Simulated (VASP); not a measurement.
## Cu: single point with PBE

Crystal: Cu.

```
Cu
1.0
     0.00000    1.90562    1.90562
     1.90562    0.00000    1.90562
     1.90562    1.90562    0.00000
Cu
1
Direct
  0.00000 0.00000 0.00000
```

This cell differs from its parent crystal: strain +0.050 along x and y, +0.050 along z.

```json
{"Program": "VASP 6.6.1", "Task": "single point", "Functional": "PBE", "Potentials or basis": "VASP PAW PBE potentials, release 64 (Cu)", "Cutoff": "520 eV", "k mesh": "28 × 28 × 28", "Occupations": "gaussian, width 0.15 eV", "Spin": "no spin polarisation", "Dipole correction": "no", "Further INCAR settings": "ALGO = Fast; EDIFF = 1e-06; NBANDS = 12"}
```

```
Pressure : -12.8 GPa
```

Levels at points of the mesh, in eV from the Fermi level:
```tsv
k point	band 3	band 4	band 5	band 6	band 7	band 8	band 9	band 10
(0.00, 0.00, 0.00)	-2.61	-2.61	-1.97	-1.97	21.29	22.75	22.75	22.75
(0.50, 0.00, 0.00)	-2.63	-1.52	-1.52	-0.58	3.00	19.69	19.69	19.86
(0.50, 0.50, 0.00)	-1.54	-1.41	-1.41	1.59	6.04	11.88	11.88	16.02
```

Run time: 56 s on 1 thread of Intel(R) Xeon(R) Platinum 8488C (Sapphire Rapids) (shared host), peak memory 0.2 GiB.

Caveat: the cell differs from its parent crystal (strain +0.050 along x and y, +0.050 along z).
